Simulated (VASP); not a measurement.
# AlN (Imm2) in VASP: further runs

AlN is run at these levels: PBE; tasks: single point, relaxation of cell and atoms.

Program: VASP 6.6.1. These are calculated values, not measurements. Logs are shortened: lines on timing, memory, paths and dates and some standing lists are left out, and cuts for length are marked.

### Step 1. The cell of the first run

The structure is orthorhombic, space group Imm2 (No. 44). The conventional cell has a = 2.818 Å, b = 3.206 Å, c = 9.951 Å, α = 90.00°, β = 90.00°, γ = 90.00°. Within 2.5 Å of Al (site symmetry mm2) lie 4 N at 1.88 to 1.93 Å. Al (site symmetry mm2) has 4 N at 1.93 to 1.94 Å and 1 Al at 2.59 Å within 2.6 Å. Within 2.6 Å of N (site symmetry mm2) lie 4 Al at 1.93 Å. N (site symmetry mm2) has 4 Al at 1.88 to 1.94 Å within 2.5 Å.

### Step 2. Single point, PBE

Contents of INCAR:

```
ALGO     = Normal         # electronic algorithm
EDIFF    = 1E-6           # SCF threshold, eV
ENCUT    = 520            # plane-wave cutoff, eV
GGA      = PE             # functional
ISIF     = 2              # what is computed and relaxed
ISMEAR   = 0              # smearing method
LASPH    = True           # aspherical terms in the spheres
LCHARG   = False          # write CHGCAR
LREAL    = False          # projectors in reciprocal space
LWAVE    = False          # write WAVECAR
NBANDS   = 26             # bands
NELM     = 100            # most SCF steps
PREC     = Accurate       # precision mode
SIGMA    = 0.1            # smearing width, eV
```

Contents of KPOINTS:

```
k-points
0
Gamma
  4 4 4
```

Contents of POSCAR:

```
AlN
1.0
   -2.8176811415      3.2064759235      0.0000000000
    2.8176811415      3.2064759235      0.0000000000
   -1.4088405708      1.6032379617     -4.9753813402
Al N
4 4
Direct
    0.5556279262      1.0000000000      0.8887441476
    0.0556279262      0.5000000000      0.8887441476
    0.8156092586      1.0000000000      0.3687814828
    0.3156092586      0.5000000000      0.3687814828
    0.6976148641      0.2500000000      0.1047702719
    0.1976148641      0.7500000000      0.1047702719
    0.4311479513      0.2500000000      0.6377040975
    0.9311479513      0.7500000000      0.6377040975
```

Potentials or basis: VASP PAW PBE potentials, release 64 (Al, N).

Launch:

```console
> cat potpaw_PBE.64/Al/POTCAR potpaw_PBE.64/N/POTCAR > POTCAR
> mpirun -np 1 vasp_std > vasp.out
```

OUTCAR:

```text
EDIFF = 1E-6
   ENCUT = 520
   GGA = PE
   ISIF = 2
   ISMEAR = 0
   LASPH = True
   LREAL = False
   NELM = 100
   PREC = Accurate

 ion  position               nearest neighbor table
   1  0.556  0.000  0.889-   7 1.88   8 1.88   6 1.93   5 1.93   3 2.59   2 2.82   2 2.82   4 3.20
                             3 3.20   3 3.20   4 3.20   2 3.21   2 3.21
   2  0.056  0.500  0.889-   8 1.88   7 1.88   5 1.93   6 1.93   4 2.59   1 2.82   1 2.82   3 3.20
                             4 3.20   4 3.20   3 3.20   1 3.21   1 3.21
   3  0.816  0.000  0.369-   5 1.93   6 1.93   7 1.94   8 1.94   1 2.59   4 2.82   4 2.82   2 3.20
                             1 3.20   1 3.20   2 3.20   4 3.21   4 3.21
   4  0.316  0.500  0.369-   6 1.93   5 1.93   8 1.94   7 1.94   2 2.59   3 2.82   3 2.82   1 3.20
                             2 3.20   2 3.20   1 3.20   3 3.21   3 3.21
   5  0.698  0.250  0.105-   3 1.93   4 1.93   2 1.93   1 1.93
   6  0.198  0.750  0.105-   4 1.93   3 1.93   1 1.93   2 1.93
   7  0.431  0.250  0.638-   1 1.88   2 1.88   3 1.94   4 1.94
   8  0.931  0.750  0.638-   2 1.88   1 1.88   4 1.94   3 1.94

  LATTYP: Found a base centered monoclinic cell.
 ALAT       =     4.2685846440
 B/A-ratio  =     2.3311620854
 C/A-ratio  =     1.0000000000
 COS(beta)  =    -0.1285431442

  Lattice vectors:

 A1 = (   1.4088405708,  -1.6032379617,   4.9753813402)
 A2 = (   1.4088405707,  -1.6032379618,  -4.9753813402)
 A3 = (   2.8176811415,   3.2064759235,   0.0000000000)

Analysis of symmetry for initial positions (statically):
=====================================================================
 Subroutine PRICEL returns following result:

  LATTYP: Found a body centered orthorhombic cell.
 ALAT       =     2.8176811415
 B/A-ratio  =     1.1379839529
 C/A-ratio  =     3.5315432019

  Lattice vectors:

 A1 = (  -1.4088405707,   1.6032379618,   4.9753813402)
 A2 = (   1.4088405708,  -1.6032379617,   4.9753813402)
 A3 = (   1.4088405707,   1.6032379617,  -4.9753813402)

   2 primitive cells build up your supercell.

 Routine SETGRP: Setting up the symmetry group for a
 base centered monoclinic supercell.

 Subroutine GETGRP returns: Found  2 space group operations
 (whereof  2 operations were pure point group operations)
 out of a pool of  4 trial point group operations.

The static configuration has the point symmetry C_2 .

Analysis of symmetry for dynamics (positions and initial velocities):
=====================================================================
 Subroutine PRICEL returns following result:

  LATTYP: Found a body centered orthorhombic cell.
 ALAT       =     2.8176811415
 B/A-ratio  =     1.1379839529
 C/A-ratio  =     3.5315432019

  Lattice vectors:

 A1 = (  -1.4088405707,   1.6032379618,   4.9753813402)
 A2 = (   1.4088405708,  -1.6032379617,   4.9753813402)
 A3 = (   1.4088405707,   1.6032379617,  -4.9753813402)

   2 primitive cells build up your supercell.

 Routine SETGRP: Setting up the symmetry group for a
 base centered monoclinic supercell.

 Subroutine GETGRP returns: Found  2 space group operations
 (whereof  2 operations were pure point group operations)
 out of a pool of  4 trial point group operations.

The dynamic configuration has the point symmetry C_2 .

 Subroutine INISYM returns: Found  2 space group operations
 (whereof  2 operations are pure point group operations),
 and found     2 'primitive' translations

----------------------------------------------------------------------------------------

                                     Primitive cell

  volume of cell :      44.9517

  direct lattice vectors                    reciprocal lattice vectors
    -1.408840571  1.603237962  4.975381340     0.000000000  0.311868863  0.100494810
     1.408840571 -1.603237962  4.975381340     0.354901761  0.000000000  0.100494810
     1.408840571  1.603237962 -4.975381340     0.354901761  0.311868863 -0.000000000

  length of vectors
     5.413836273  5.413836273  5.413836273     0.327660486  0.368855618  0.472458938

[... 48 lines left out ...]
  Fermi-wavevector in a.u.,A,eV,Ry     =   1.160200  2.192460 18.314304  1.346063
  Thomas-Fermi vector in A             =   2.296785
   LORBIT       =      0    0 simple, 1 ext, 2 COOP (PROOUT), +10 PAW based schemes
   GGA     = PE    functional components
   LHFCALC =     F    Hartree Fock is set to
   AEXX    =    0.0000 exact exchange contribution
   IVDW    =     0    specifies the selected vdW correction
   LEPSILON=     F    determine dielectric tensor
   LRPA    =     F    only Hartree local field effects (RPA)
 non-spin polarized calculation
 Gauss-broadening in eV      SIGMA  =   0.10
  energy-cutoff  :      520.00
  volume of cell :       89.90
 maximum number of plane-waves:      2435
   NGX = 15   NGY = 15   NGZ = 21

 number of electron      31.9999998 magnetization

 Free energy of the ion-electron system (eV)
  ---------------------------------------------------
  ext. energy  EPLUGINS =         0.00000000
  ---------------------------------------------------
  free energy    TOTEN  =       -55.11892704 eV

  energy without entropy =      -55.11874106  energy(sigma->0) =      -55.11883405

 E-fermi :   6.8345     XC(G=0): -10.5715

 val. band max:        6.6447751536   @ k =   0.5000   0.5000   0.2500
 cond. band min:       7.0081084205   @ k =   0.0000   0.0000   0.5000
 fundamental gap:      0.3633332669
 Fermi energy:         6.8345295444

 k-point     1 :       0.0000    0.0000    0.0000
  band No.  band energies     occupation
      1      -9.5301      2.00000
      2      -7.2805      2.00000
      3      -7.0256      2.00000
      4      -6.2543      2.00000
      5      -0.6460      2.00000
      6      -0.1197      2.00000
[... 18 lines left out ...]
     25      15.7756      0.00000
     26      16.4991      0.00000

 k-point     2 :       0.2500   -0.0000    0.0000
  band No.  band energies     occupation
      1      -9.1734      2.00000
      2      -7.3066      2.00000
      3      -7.2456      2.00000
      4      -6.6340      2.00000
      5      -0.1249      2.00000
      6       0.3770      2.00000
[... 630 lines left out ...]
 k-point    24 :      -0.0000    0.5000    0.5000
  band No.  band energies     occupation
      1      -7.8404      2.00000
      2      -7.8404      2.00000
      3      -7.5767      2.00000
      4      -7.5767      2.00000
      5       0.9346      2.00000
      6       0.9346      2.00000
[... 18 lines left out ...]
     25      16.2680      0.00000
     26      16.2681      0.00000

------------------------ aborting loop because EDIFF is reached ----------------------------------------

  FORCE on cell =-STRESS in cart. coord.  units (eV):
  Direction    XX          YY          ZZ          XY          YZ          ZX
  --------------------------------------------------------------------------------------
  -------------------------------------------------------------------------------------
  Total       -0.0714266     -0.1332056     -0.1693932     -0.0005211     -0.0000000     -0.0000000
  in kB       -1.2728997     -2.3738694     -3.0187720     -0.0092869     -0.0000000     -0.0000000
  external PRESSURE =      -2.2218470 kB  Pullay stress =       0.0000000 kB

 VOLUME and BASIS-vectors are now :
 -----------------------------------------------------------------------------
  energy-cutoff  :      520.00
  volume of cell :       89.90
      direct lattice vectors                 reciprocal lattice vectors
    -2.817681142  3.206475924  0.000000000    -0.177450881  0.155934431  0.100494810
     2.817681142  3.206475924  0.000000000     0.177450881  0.155934431 -0.000000000
    -1.408840571  1.603237962 -4.975381340     0.000000000  0.000000000 -0.200989619

 POSITION                                       TOTAL-FORCE (eV/Angst)
 -----------------------------------------------------------------------------------
     -2.81768      3.20648     -4.42184         0.000000      0.000000      0.001872
     -0.00000      3.20648     -4.42184         0.000000      0.000000      0.001872
     -2.81768      3.20648     -1.83483        -0.000000     -0.000000     -0.009325
     -0.00000      3.20648     -1.83483        -0.000000     -0.000000     -0.009325
     -1.40884      3.20648     -0.52127         0.000000      0.000000      0.009996
      1.40884      3.20648     -0.52127         0.000000      0.000000      0.009996
     -1.40884      3.20648     -3.17282        -0.000000     -0.000000     -0.002543
     -1.40884      6.41295     -3.17282        -0.000000     -0.000000     -0.002543
 -----------------------------------------------------------------------------------
    total drift:                               -0.000031      0.000018     -0.000489

  FREE ENERGIE OF THE ION-ELECTRON SYSTEM (eV)
  ---------------------------------------------------
  free  energy   TOTEN  =       -55.1189270369 eV

  energy  without entropy=      -55.1187410609  energy(sigma->0) =      -55.11883405
```

Run time: 33 s. Hardware: 1 thread of Intel Xeon Platinum 8488C (Sapphire Rapids), shared host; peak memory 0.2 GiB.

What came out:

* Free energy: -55.1189 eV
* Pressure: -0.2 GPa
* Largest force: 0.010 eV/Å
* Band gap on the k mesh: 0.36 eV

Forces on the atoms (eV/Å):
```
Al   0.000  0.000  0.002
Al   0.000  0.000  0.002
Al   0.000  0.000 -0.009
Al   0.000  0.000 -0.009
N    0.000  0.000  0.010
N    0.000  0.000  0.010
N    0.000  0.000 -0.003
N    0.000  0.000 -0.003
```

A k mesh can miss the band edges.

### Step 3. Single point, PBE

This run uses another cell than the first one: it holds 4 atoms, not 8.

Contents of INCAR:

```
  ALGO = Normal
  EDIFF = 1E-6
  ENCUT = 520
  GGA = PE
  ISIF = 2
  ISMEAR = 0
  LASPH = True
  LCHARG = False
  LREAL = False
  LWAVE = False
  NBANDS = 16
  NELM = 100
  PREC = Accurate
  SIGMA = 0.1
```

Contents of KPOINTS:

```
k-points
0
Gamma
  8 8 8
```

Contents of POSCAR:

```
AlN
1.0
   -1.4080415634      1.6005173318      4.9760201918
    1.4080415634     -1.6005173318      4.9760201918
    1.4080415634      1.6005173318     -4.9760201918
Al N
2 2
Direct
    0.4442389369      0.4442389369      0.0000000000
    0.1844245304      0.1844245304      0.0000000000
    0.0525618293      0.5525618293      0.5000000000
    0.3187747033      0.8187747033      0.5000000000
```

Potentials or basis: VASP PAW PBE potentials, release 64 (Al, N).

Launch:

```console
> cat potpaw_PBE.64/Al/POTCAR potpaw_PBE.64/N/POTCAR > POTCAR
> mpirun -np 1 vasp_std > vasp.out
```

It took 89 s on 1 thread of Intel Xeon Platinum 8488C (Sapphire Rapids), shared host; peak memory 0.25 GiB.

It converged, with:

```yaml
Free_energy: -27.5605 eV
Pressure: 0.1 GPa
Largest_force: 0.044 eV/Å
Band_gap_on_the_k_mesh: 0.36 eV, indirect (least direct gap 1.36 eV)
```

Forces in eV/Å, atoms in the order of the input:
```
Al   0.000  0.000  0.028
Al   0.000  0.000  0.001
N    0.000  0.000 -0.044
N    0.000  0.000  0.015
```

Stress tensor (GPa, compression positive):
```
 0.20  0.00  0.00
 0.00  0.10  0.00
 0.00  0.00 -0.07
```

Levels at points of the mesh, in eV from the valence-band top:
| k point | band 6 | band 7 | band 8 | band 9 | band 10 | band 11 |
| --- | --- | --- | --- | --- | --- | --- |
| (0.00, 0.00, 0.00) | -1.47 | -1.18 | -0.92 | 0.43 | 4.41 | 8.17 |
| (0.50, 0.00, 0.00) | -2.31 | -1.62 | -0.57 | 2.78 | 6.50 | 7.20 |
| (0.00, 0.50, 0.00) | -2.14 | -2.01 | 0.00 | 2.88 | 6.04 | 6.74 |
| (0.50, 0.50, 0.00) | -4.52 | -2.11 | -1.85 | 0.36 | 4.22 | 5.83 |
| (0.50, 0.50, 0.50) | -1.95 | -0.75 | -0.72 | 1.37 | 4.60 | 6.28 |

### Step 4. Relaxation of cell and atoms, PBE

This run uses another cell than the first one: it holds 4 atoms, not 8.

Contents of INCAR:

```
SYSTEM = AlN
  PREC = Accurate
  ENCUT = 600
  EDIFF = 1E-7
  ISMEAR = 0
  SIGMA = 0.1
  LREAL = .FALSE.
  LASPH = .TRUE.
  NELM = 60
  ALGO = Normal
  ISIF = 3
  LWAVE = .FALSE.
  LCHARG = .FALSE.
  GGA = PE
  IBRION = 2
  NSW = 90
  EDIFFG = -0.04
```

Contents of KPOINTS:

```
Automatic mesh
0
G
  8 8 8
  0 0 0
```

Contents of POSCAR:

```
AlN
1.0
   -1.3089251800      1.4058367800      4.9528860800
    1.3089251800     -1.4058367800      4.9528860800
    1.3089251800      1.4058367800     -4.9528860800
Al N
2 2
Direct
    0.4386600000      0.4386600000      0.0000000000
    0.1882499900      0.1882499900      0.0000000000
    0.0613400000      0.5613400000      0.5000000000
    0.3117500100      0.8117500100      0.5000000000
```

Launch:

```console
> cat potpaw_PBE.64/Al/POTCAR potpaw_PBE.64/N/POTCAR > POTCAR
> mpirun -np 1 vasp_std > vasp.out
```

Wall time 11 min (1 thread of Intel Xeon Platinum 8488C (Sapphire Rapids), shared host); peak memory 0.3 GiB.

The run converged. Its results:

- Free energy: -27.5554 eV
- Relaxed volume: 11.22 Å³/atom
- Relaxed cell: a = 5.415 Å, b = 5.415 Å, c = 5.415 Å, α = 149.85°, β = 145.63°, γ = 46.36°
- Space group after relaxing (to 0.05 Å): Imm2 (No. 44)
- Energy gained by relaxing: 331.9 meV/atom
- Ionic steps: 10
- Pressure after relaxing: -0.1 GPa
- Largest force after relaxing: 0.014 eV/Å
- Band gap on the k mesh: 0.35 eV, indirect (least direct gap 1.36 eV)

Forces on the atoms (eV/Å):
```
Al   0.000  0.000 -0.014
Al   0.000  0.000  0.013
N    0.000  0.000  0.013
N    0.000  0.000 -0.011
```

Stress tensor (GPa, compression positive):
```
-0.09  0.00  0.00
 0.00  0.13  0.00
 0.00  0.00 -0.46
```

The path:
| step | energy change (eV) | largest force (eV/Å) | pressure (GPa) | volume (Å³) |
| --- | --- | --- | --- | --- |
| 1 | 0.0000 | 2.2446 | 46.36 | 36.46 |
| 2 | -0.1955 | 1.3245 | -22.63 | 52.14 |
| 3 | -1.0579 | 0.4952 | -1.03 | 43.56 |
| 4 | -1.0590 | 0.4571 | -0.18 | 43.35 |
| 5 | -1.2997 | 0.7080 | -1.00 | 45.02 |
| 6 | -1.3000 | 0.6626 | -1.03 | 44.96 |
| 7 | -1.3233 | 0.3038 | 0.73 | 44.75 |
| 8 | -1.3254 | 0.2129 | 0.32 | 44.80 |
| 9 | -1.3274 | 0.0814 | -0.27 | 44.90 |
| 10 | -1.3276 | 0.0144 | -0.14 | 44.87 |

Final structure:
```xyz
4
Lattice="-1.4085 1.6001 4.9779 1.4085 -1.6001 4.9779 1.4085 1.6001 -4.9779" Properties=species:S:1:pos:R:3 pbc="T T T"
Al    0.0000    0.0000    4.4238
Al    0.0000    0.0000    1.8360
N     1.4085    0.0000    0.5215
N     1.4085    0.0000    3.1744
```

Levels at points of the mesh, in eV from the valence-band top:
```tsv
k point	band 6	band 7	band 8	band 9	band 10	band 11
(0.00, 0.00, 0.00)	-1.48	-1.18	-0.94	0.42	4.40	8.17
(0.50, 0.00, 0.00)	-2.32	-1.62	-0.58	2.76	6.49	7.20
(0.00, 0.50, 0.00)	-2.16	-2.02	0.00	2.86	6.03	6.73
(0.50, 0.50, 0.00)	-4.52	-2.12	-1.86	0.35	4.22	5.81
(0.50, 0.50, 0.50)	-1.95	-0.75	-0.73	1.37	4.59	6.26
```

Caveat: the volume moved by over 15 % at a fixed basis, so the end points are rough.

### Step 5. Single point, PBE, collinear spin, ferromagnetic start

This run uses another cell than the first one: it holds 4 atoms, not 8.

Contents of INCAR:

```
PREC = Accurate
ENCUT = 520
EDIFF = 1E-6
ISMEAR = 0
SIGMA = 0.1
LREAL = F
LASPH = T
NELM = 150
ALGO = Normal
ISIF = 2
LWAVE = F
LCHARG = T
ISPIN = 2
MAGMOM = 0 0 1 1
LORBIT = 11
GGA = PE
LELF = T
LVHAR = T
NBANDS = 20
```

Contents of KPOINTS:

```
regular mesh
0
Gamma
  8 8 8
```

POSCAR is that of step 4.

Launch:

```console
> cat potpaw_PBE.64/Al/POTCAR potpaw_PBE.64/N/POTCAR > POTCAR
> mpirun -np 1 vasp_std > vasp.out
```

Wall time 3.9 min (1 thread of Intel Xeon Platinum 8488C (Sapphire Rapids), shared host); peak memory 0.33 GiB.

It converged, with:

| Quantity | Value |
| --- | --- |
| Free energy | -26.2253 eV |
| Pressure | 46.4 GPa |
| Largest force | 2.244 eV/Å |
| Band gap on the k mesh | zero (filled and empty bands overlap) |
| Net moment | 0.00 μB per cell |
| Valence electrons inside the program's atomic spheres | Al 0.89, 0.91; N 3.95, 3.98 |

Forces on the atoms (eV/Å):
```
Al   0.000  0.000  1.654
Al   0.000  0.000 -1.561
N    0.000  0.000 -2.244
N    0.000  0.000  2.151
```

Stress tensor (GPa, compression positive):
```
62.84  0.00  0.00
 0.00 43.32  0.00
 0.00  0.00 33.19
```

Levels at points of the mesh, in eV from the Fermi level:
Spin up:
| k point | band 6 | band 7 | band 8 | band 9 | band 10 | band 11 |
| --- | --- | --- | --- | --- | --- | --- |
| (0.00, 0.00, 0.00) | -2.04 | -1.34 | -0.81 | 1.17 | 4.87 | 6.96 |
| (0.50, 0.00, 0.00) | -3.26 | -1.87 | -0.25 | 2.38 | 6.66 | 7.94 |
| (0.00, 0.50, 0.00) | -3.11 | -1.17 | -0.01 | 2.81 | 6.13 | 7.51 |
| (0.50, 0.50, 0.00) | -5.21 | -3.25 | -2.74 | -0.10 | 3.46 | 6.02 |
| (0.50, 0.50, 0.50) | -2.33 | -0.89 | -0.71 | 1.79 | 5.74 | 6.18 |
Spin down:
| k point | band 4 | band 5 | band 6 | band 7 | band 8 | band 9 | band 10 | band 11 | band 12 | band 13 |
| --- | --- | --- | --- | --- | --- | --- | --- | --- | --- | --- |
| (0.00, 0.00, 0.00) | -2.27 | -2.12 | -2.04 | -1.34 | -0.81 | 1.17 | 4.87 | 6.96 | 9.76 | 11.78 |
| (0.50, 0.00, 0.00) | -7.26 | -5.01 | -3.26 | -1.87 | -0.25 | 2.38 | 6.66 | 7.94 | 9.41 | 11.85 |
| (0.00, 0.50, 0.00) | -7.50 | -5.51 | -3.11 | -1.17 | -0.01 | 2.81 | 6.13 | 7.51 | 9.44 | 11.13 |
| (0.50, 0.50, 0.00) | -5.48 | -5.42 | -5.21 | -3.25 | -2.74 | -0.10 | 3.46 | 6.02 | 6.82 | 9.41 |
| (0.50, 0.50, 0.50) | -5.43 | -2.36 | -2.33 | -0.89 | -0.71 | 1.79 | 5.74 | 6.18 | 9.38 | 11.02 |

Caveat: the k points lie up to 0.41 Å⁻¹ apart; forces of over 1 eV/Å act on the atoms, so gaps and moduli don't describe the material at rest.

### Step 6. Overview

| task | spin | cell | k mesh | cutoff (eV) | gap on the mesh (eV) | pressure (GPa) | largest force (eV/Å) |
| --- | --- | --- | --- | --- | --- | --- | --- |
| single point | off | a = 4.269, b = 4.269, c = 5.414 Å, angles 87.1, 66.8, 82.6°, 8 atoms | 4 × 4 × 4 | 520 | 0.36 | -0.2 | 0.01 |
| single point | off | a = 5.413 Å, angles 149.8, 145.6, 46.4°, 4 atoms | 8 × 8 × 8 | 520 | 0.36 | 0.1 | 0.04 |
| relaxation of cell and atoms | off | relaxed from a = 5.312 Å, angles 151.5, 149.3, 42.4°, 4 atoms | 8 × 8 × 8 | 600 | 0.35 | -0.1 | 0.01 |
| single point | collinear, ferromagnetic start | a = 5.312 Å, angles 151.5, 149.3, 42.4°, 4 atoms | 8 × 8 × 8 | 520 | none | 46.4 | 2.24 |

Alike in all rows: level PBE; potentials or basis VASP PAW PBE potentials, release 64 (Al, N); smearing gaussian 0.1 eV.

Caveats: some runs use coarse meshes; the volume moved by over 15 % at a fixed basis, so the end points are rough (some runs); forces of over 1 eV/Å act on the atoms, so gaps and moduli don't describe the material at rest (some runs).

Total energies depend on the potentials used, so only differences within one code and one set of settings carry meaning.
